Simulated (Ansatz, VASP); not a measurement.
**One calculation of MgO, two programs**

INCAR

```
SYSTEM = MgO
ALGO = Normal
EDIFF = 1E-6
ENCUT = 520
ISIF = 2
ISMEAR = 0
LASPH = .TRUE.
LCHARG = .TRUE.
LELF = .TRUE.
LREAL = .FALSE.
LVHAR = .TRUE.
LWAVE = .FALSE.
NBANDS = 36
NELM = 100
PREC = Accurate
SIGMA = 0.05
```

File KPOINTS:

```
k-points
0
G
  9 9 2
  0 0 0
```

Contents of POSCAR:

```
MgO
1.0
    2.1351500000     -2.1351500000      0.0000000000
    2.1351500000      0.0000000000     -2.1351500000
   11.1386762114     11.1386762114     11.1386762114
Mg O
6 6
Direct
    0.6666666667      0.6666666667      0.0319479915
    0.0000000000      0.0000000000      0.6709078223
    0.3333333333      0.3333333333      0.1597399577
    0.6666666667      0.6666666667      0.4153238900
    0.0000000000      0.0000000000      0.2875319238
    0.3333333333      0.3333333333      0.5431158561
    0.6666666667      0.6666666667      0.2236359408
    0.0000000000      0.0000000000      0.0958439746
    0.3333333333      0.3333333333      0.3514279069
    0.6666666667      0.6666666667      0.6070118392
    1.0000000000      1.0000000000      0.4792198731
    0.3333333333      0.3333333333      0.7348038054
```

Input for Ansatz:

```yaml
crystal:
  lattice:
    - [2.13515, -2.13515, 0.0]
    - [2.13515, 0.0, -2.13515]
    - [11.1386762114, 11.1386762114, 11.1386762114]
  atoms:
    - { symbol: Mg, position: [0.6666666667, 0.6666666667, 0.0319479915] }
    - { symbol: Mg, position: [0.0, 0.0, 0.6709078223] }
    - { symbol: Mg, position: [0.3333333333, 0.3333333333, 0.1597399577] }
    - { symbol: Mg, position: [0.6666666667, 0.6666666667, 0.41532389] }
    - { symbol: Mg, position: [0.0, 0.0, 0.2875319238] }
    - { symbol: Mg, position: [0.3333333333, 0.3333333333, 0.5431158561] }
    - { symbol: O, position: [0.6666666667, 0.6666666667, 0.2236359408] }
    - { symbol: O, position: [0.0, 0.0, 0.0958439746] }
    - { symbol: O, position: [0.3333333333, 0.3333333333, 0.3514279069] }
    - { symbol: O, position: [0.6666666667, 0.6666666667, 0.6070118392] }
    - { symbol: O, position: [1.0, 1.0, 0.4792198731] }
    - { symbol: O, position: [0.3333333333, 0.3333333333, 0.7348038054] }
basis:
  ecutwfc: 420
kpoints:
  mp_grid: { grid: [9, 9, 2] }
hamiltonian:
  xc: lda
scf:
  occupations: { method: gaussian, width: 0.05 }
output:
  forces: true
  stress: true
  eigenvalues: true
```

Alike in both runs: task single point; functional LDA; k mesh 9 × 9 × 2; occupations gaussian, width 0.05 eV; no spin polarisation.

|  | VASP | Ansatz |
| --- | --- | --- |
| version | VASP 6.6.1 | Ansatz 0.2.0 |
| potentials or method | VASP PAW LDA potentials, release 64 (Mg, O), cutoff 520 eV | scalar-relativistic, plane waves, PAW |
| valence electrons in the cell | 48 | 96 |

VASP gave:

```
gap on the k mesh at the Fermi level (eV)                     : none
pressure (GPa)                                                : -9.5
traceless stress, the component that is largest in VASP (GPa) : -0.04
rms of the force components (eV/Å)                            : 0.404
```

Task: What did Ansatz give for the same quantities?

Result: gap on the k mesh at the Fermi level (eV): none; pressure (GPa): -8.4; traceless stress, the component that is largest in VASP (GPa): -0.07; rms of the force components (eV/Å): 0.403.

LDA's correlation is that of Perdew and Zunger in VASP and of Perdew and Wang (1992) in Ansatz. Atom by atom the forces differ by 0.012 eV/Å (rms over components). A gap of «none» marks a metal or a gap that the smearing closes. VASP's potentials hold 48 valence electrons a cell and Ansatz's 96, so a difference there can come from the potentials and not from the codes.
